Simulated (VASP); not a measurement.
Crystal: S.

```
S
1.0
     0.00000    2.10000    2.10000
     2.10000    0.00000    2.10000
     2.10000    2.10000    0.00000
S
1
Cartesian
  0.0000 0.0000 0.0000
```

This isn't the form of S at room conditions, which is orthorhombic, of S8 rings.

```yaml
Program: VASP 6.6.1
Task: relaxation of cell and atoms
Functional: PBE
Potentials_or_basis: VASP PAW PBE potentials, release 64 (S)
Cutoff: 500 eV
k_mesh: 18 × 18 × 18
Occupations: gaussian, width 0.1 eV
Spin: no spin polarisation
```

At the start: pressure -8.7 GPa; volume 18.52 Å³/atom.

Q: How do energy, volume and symmetry change on relaxing?

A: Over 3 steps the energy falls by 84.1 meV/atom and the volume is 15.85 Å³/atom (-14.4 %); space group Fm-3m (No. 225, to 0.1 Å) before and after.

The path:
| step | energy change (eV) | largest force (eV/Å) | pressure (GPa) | volume (Å³) |
| --- | --- | --- | --- | --- |
| 1 | 0.0000 | 0.0000 | -8.72 | 18.52 |
| 2 | -0.0839 | 0.0000 | -0.51 | 15.95 |
| 3 | -0.0841 | 0.0000 | -0.03 | 15.85 |

Final structure:
```
S
1.0
     0.00000    1.99359    1.99359
     1.99359    0.00000    1.99359
     1.99359    1.99359    0.00000
S
1
Direct
  0.00000 0.00000 0.00000
```
